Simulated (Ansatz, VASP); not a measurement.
**One calculation of P, two programs**

```
P
1.0
     0.00000    2.74411    2.74411
     2.74411    0.00000    2.74411
     2.74411    2.74411    0.00000
P
2
Direct
  0.87500 0.87500 0.87500
  0.12500 0.12500 0.12500
```

Change from the starting cell: volume scaled by 1, PAW files.

Alike in both runs: task single point; functional PBE; k mesh 12 × 12 × 12; occupations fermi-dirac, width 0.1 eV; no spin polarisation.

|  | VASP | Ansatz |
| --- | --- | --- |
| version | VASP 6.6.1 | Ansatz 0.2.0 |
| potentials or method | VASP PAW PBE potentials, release 64 (P) | PAW with Ansatz's default frozen-core files, scalar-relativistic |
| plane-wave cutoff (eV) | 520 | 420 |
| valence electrons in the cell | 10 | 10 |

Ansatz gave:

| Property | Result |
| --- | --- |
| pressure (GPa) | 0.0 |

Problem. What did VASP give for the same quantities?

Solution. Pressure (GPa): -0.1.
